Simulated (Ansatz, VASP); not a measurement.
## Na in VASP and in Ansatz

INCAR

```
PREC = Accurate
ENCUT = 520
EDIFF = 1E-6
ISMEAR = -1
SIGMA = 0.1
LREAL = F
LASPH = T
NELM = 60
ALGO = Normal
ISIF = 2
LWAVE = F
LCHARG = F
GGA = PE
NBANDS = 10
```

The input KPOINTS:

```
regular mesh
0
Gamma
  10 10 10
```

File POSCAR:

```
Na
1.0
    3.5031589780      0.0000000000      0.0000000000
    0.0000000000      3.5031589780      0.0000000000
    0.0000000000      0.0000000000      3.5031589780
Na
1
Direct
    0.0000000000      0.0000000000      0.0000000000
```

Input for Ansatz:

```yaml
crystal:
  lattice:
    - [3.503158978, 0.0, 0.0]
    - [0.0, 3.503158978, 0.0]
    - [0.0, 0.0, 3.503158978]
  atoms:
    - { symbol: Na, position: [0.0, 0.0, 0.0] }
hamiltonian:
  xc: pbe
  pseudopotentials:
    kind: paw
    azcp:
      Na: "pseudopotentials/Na.paw.azcp"
basis:
  ecutwfc: 420
  fft_grid_basis: typed
kpoints:
  mp_grid: { grid: [10, 10, 10], shift: [0, 0, 0] }
magnetization:
  spin_polarized: false
scf:
  occupations: { method: fermi_dirac, width: 0.1 }
  lower_state_search: "off"
output:
  stress: true
  write_density: true
  write_potential: true
  elf: true
  volumetric_format: npy
```

Alike in both runs: task single point; functional PBE; k mesh 10 × 10 × 10; occupations fermi-dirac, width 0.1 eV; no spin polarisation.

|  | VASP | Ansatz |
| --- | --- | --- |
| version | VASP 6.6.1 | Ansatz 0.2.0 |
| potentials or method | VASP PAW PBE potentials, release 64 (Na_pv), cutoff 520 eV | plane waves (420 eV) with PAW, scalar-relativistic |
| valence electrons in the cell | 7 | 9 |

```csv
,VASP,Ansatz,Ansatz less VASP
pressure (GPa),-0.4,-0.4,+0.01
```

VASP's potentials hold 7 valence electrons a cell and Ansatz's 9, so a difference there can come from the potentials and not from the codes.
